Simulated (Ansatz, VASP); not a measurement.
# One calculation of SnSe2, two programs

```
Sn Se
1.0
     4.20126    0.00000    0.00000
    -2.10063    3.63840    0.00000
     0.00000    0.00000    5.82421
Sn Se
1 2
Direct
  0.00000 0.00000 0.00000
  0.33333 0.66667 0.26513
  0.66667 0.33333 0.73487
```

Alike in both runs: task single point; functional PBE; dispersion D3(BJ); k mesh 12 × 12 × 6; occupations gaussian, width 0.03 eV; no spin polarisation.

|  | VASP | Ansatz |
| --- | --- | --- |
| version | VASP 6.6.1 | Ansatz 0.2.0 |
| potentials or method | VASP PAW PBE potentials, release 64 (Sn_d, Se), cutoff 500 eV | scalar-relativistic, plane waves, PAW |
| valence electrons in the cell | 26 | 46 |

Ansatz gave:

```
gap on the k mesh at the Fermi level (eV)                     : none
pressure (GPa)                                                : -6.8
traceless stress, the component that is largest in VASP (GPa) : 2.99
rms of the force components (eV/Å)                            : 0.139
```

Q: Estimate VASP's values.

A: gap on the k mesh at the Fermi level (eV): none; pressure (GPa): -6.8; traceless stress, the component that is largest in VASP (GPa): 2.98; rms of the force components (eV/Å): 0.136.

Atom by atom the forces differ by 0.003 eV/Å (rms over components). A gap of «none» marks a metal or a gap that the smearing closes. VASP's potentials hold 26 valence electrons a cell and Ansatz's 46, so a difference there can come from the potentials and not from the codes.
